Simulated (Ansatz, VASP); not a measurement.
Two plane-wave programs on WSe2

Contents of INCAR:

```
PREC     = Accurate       # precision mode
ENCUT    = 520            # plane-wave cutoff, eV
EDIFF    = 1E-7           # SCF threshold, eV
ISMEAR   = 0              # smearing method
SIGMA    = 0.02           # smearing width, eV
LREAL    = False          # projectors in reciprocal space
LASPH    = True           # aspherical terms in the spheres
NELM     = 100            # most SCF steps
ALGO     = Normal         # electronic algorithm
ISIF     = 2              # what is computed and relaxed
LWAVE    = False          # write WAVECAR
LCHARG   = False          # write CHGCAR
LDIPOL   = True         
IDIPOL   = 3            
DIPOL    = 0.5 0.5 0.500
GGA      = PE             # functional
IVDW     = 12             # dispersion correction
NBANDS   = 20             # bands
```

KPOINTS

```
regular mesh
0
Gamma
  9 9 1
```

File POSCAR:

```
WSe2
1.0
    3.3730000000      0.0000000000      0.0000000000
   -1.6865000000      2.9211036870      0.0000000000
    0.0000000000      0.0000000000     32.7373831004
Se W
2 1
Direct
    0.3333333333      0.6666666667      0.4476439520
    0.3333333333      0.6666666667      0.5523560480
    0.6666666667      0.3333333333      0.5000000000
```

Input for Ansatz:

```yaml
crystal:
  lattice:
    - [3.373, 0.0, 0.0]
    - [-1.6865, 2.921103687, 0.0]
    - [0.0, 0.0, 32.7373831004]
  atoms:
    - { symbol: Se, position: [0.3333333333, 0.6666666667, 0.447643952] }
    - { symbol: W, position: [0.6666666667, 0.3333333333, 0.5] }
    - { symbol: Se, position: [0.3333333333, 0.6666666667, 0.552356048] }
  periodic: [true, true, false]
basis:
  ecutwfc: 420
kpoints:
  mp_grid: { grid: [9, 9, 1] }
hamiltonian:
  xc: pbe
  pseudopotentials: { kind: paw, azcp: { folder: soft_1 } }
  dispersion: d3bj
scf:
  occupations: { method: gaussian, width: 0.02 }
output:
  forces: true
  stress: true
  eigenvalues: true
```

Alike in both runs: task single point; functional PBE; dispersion D3(BJ); k mesh 9 × 9 × 1; occupations gaussian, width 0.02 eV; no spin polarisation.

|  | VASP | Ansatz |
| --- | --- | --- |
| version | VASP 6.6.1 | Ansatz 0.2.0 |
| potentials or method | VASP PAW PBE potentials, release 64 (Se, W_sv), cutoff 520 eV | scalar-relativistic, plane waves, PAW |
| valence electrons in the cell | 26 | 46 |

|  | VASP | Ansatz | Ansatz less VASP |
| --- | --- | --- | --- |
| gap on the k mesh at the Fermi level (eV) | 1.46 | 1.46 | +0.003 |
| least direct gap on the mesh (eV) | 1.46 | 1.46 | +0.003 |
| rms of the force components (eV/Å) | 0.436 | 0.453 | +0.0171 |

VASP's potentials hold 26 valence electrons a cell and Ansatz's 46, so a difference there can come from the potentials and not from the codes.

Neither program's run includes spin-orbit coupling.
